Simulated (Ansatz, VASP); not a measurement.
# Ti5Si: VASP beside Ansatz

INCAR

```
ALGO = Fast ; EDIFF = 1E-6
EDIFFG = -0.01 ; ENCUT = 600
GGA = PS ; IBRION = 2
ISIF = 3 ; ISMEAR = 0
LASPH = T ; LCHARG = F
LREAL = F ; LWAVE = F
NELM = 60 ; NSW = 80
PREC = Accurate ; SIGMA = 0.1
```

KPOINTS

```
k-points
0
Gamma
  6 6 6
```

POSCAR

```
Ti5Si
1.0
    2.5228393509      1.4565619783      4.4409048145
   -2.5228393509      1.4565619783      4.4409048145
    0.0000000000     -2.9131239567      4.4409048145
Ti Si
5 1
Direct
    0.1514396700      0.1514396700      0.1514396700
    0.6053500000      0.3946500000      0.0000000000
    0.0000000000      0.6053500000      0.3946500000
    0.8485603300      0.8485603300      0.8485603300
    0.3946500000      0.0000000000      0.6053500000
    0.5000000000      0.5000000000      0.5000000000
```

Input for Ansatz:

```yaml
crystal:
  lattice:
    - [2.5228393509, 1.4565619783, 4.4409048145]
    - [-2.5228393509, 1.4565619783, 4.4409048145]
    - [0.0, -2.9131239567, 4.4409048145]
  atoms:
    - { symbol: Ti, position: [0.15143967, 0.15143967, 0.15143967] }
    - { symbol: Ti, position: [0.60535, 0.39465, 0.0] }
    - { symbol: Ti, position: [0.0, 0.60535, 0.39465] }
    - { symbol: Ti, position: [0.84856033, 0.84856033, 0.84856033] }
    - { symbol: Ti, position: [0.39465, 0.0, 0.60535] }
    - { symbol: Si, position: [0.5, 0.5, 0.5] }
basis:
  ecutwfc: 420
kpoints:
  mp_grid: { grid: [6, 6, 6] }
hamiltonian:
  xc: pbesol
scf:
  occupations: { method: gaussian, width: 0.1 }
output:
  forces: true
  stress: true
  eigenvalues: true
relax:
  adjacent_minimum: "off"
  f_tol: 0.01
  max_steps: 60
  cell: { stress_tol: 0.05 }
```

Alike in both runs: task relaxation of cell and atoms; functional PBEsol; k mesh 6 × 6 × 6; occupations gaussian, width 0.1 eV; no spin polarisation.

|  | VASP | Ansatz |
| --- | --- | --- |
| version | VASP 6.6.1 | Ansatz 0.2.0 |
| potentials or method | VASP PAW PBE potentials, release 64 (Ti_sv, Si), cutoff 600 eV | scalar-relativistic, plane waves, PAW |
| valence electrons in the cell | 64 | 64 |

Ansatz gave:

* gap on the k mesh at the Fermi level, each at its own relaxed structure (eV): none
* relaxed volume (Å³/atom): 15.75
* relaxed length of the cell vector where the two differ most in proportion (Å): 5.255

What did VASP give for the same quantities?

gap on the k mesh at the Fermi level, each at its own relaxed structure (eV): none; relaxed volume (Å³/atom): 15.73; relaxed length of the cell vector where the two differ most in proportion (Å): 5.254.

VASP's potentials were made for PBE, not for PBEsol. A gap of «none» marks a metal or a gap that the smearing closes.
